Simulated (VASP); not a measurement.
Input of a VASP 6.6.1 run:

INCAR

```
PREC = Accurate ; ENCUT = 520
EDIFF = 1E-7 ; ISMEAR = -1
SIGMA = 0.05 ; LREAL = F
LASPH = T ; NELM = 150
ALGO = Normal ; ISIF = 2
LWAVE = F ; LCHARG = F
ISPIN = 2 ; MAGMOM = 0.5
LORBIT = 11 ; GGA = VW
NBANDS = 15
```

File KPOINTS:

```
regular mesh
0
Gamma
  8 8 8
```

The input POSCAR:

```
Sr
1.0
   -2.4511262978      2.4511262978      2.4511262978
    2.4511262978     -2.4511262978      2.4511262978
    2.4511262978      2.4511262978     -2.4511262978
Sr
1
Direct
    0.0000000000      0.0000000000      0.0000000000
```

Potentials or basis: VASP PAW PBE potentials, release 64 (Sr_sv).

The run is started by

```console
$ cat potpaw_PBE.64/Sr_sv/POTCAR > POTCAR
$ mpirun -np 1 vasp_std > vasp.out
```

Task: What does it give for the pressure?

Result: -2.0 GPa.

Task: What does it give for the net moment?

Result: 0.00 μB per cell.

Task: What does it give for the band gap on the k mesh?

Result: Zero (filled and empty bands overlap).

Caveat: the PAW data sets were made with another functional, which shifts forces and pressure a little.
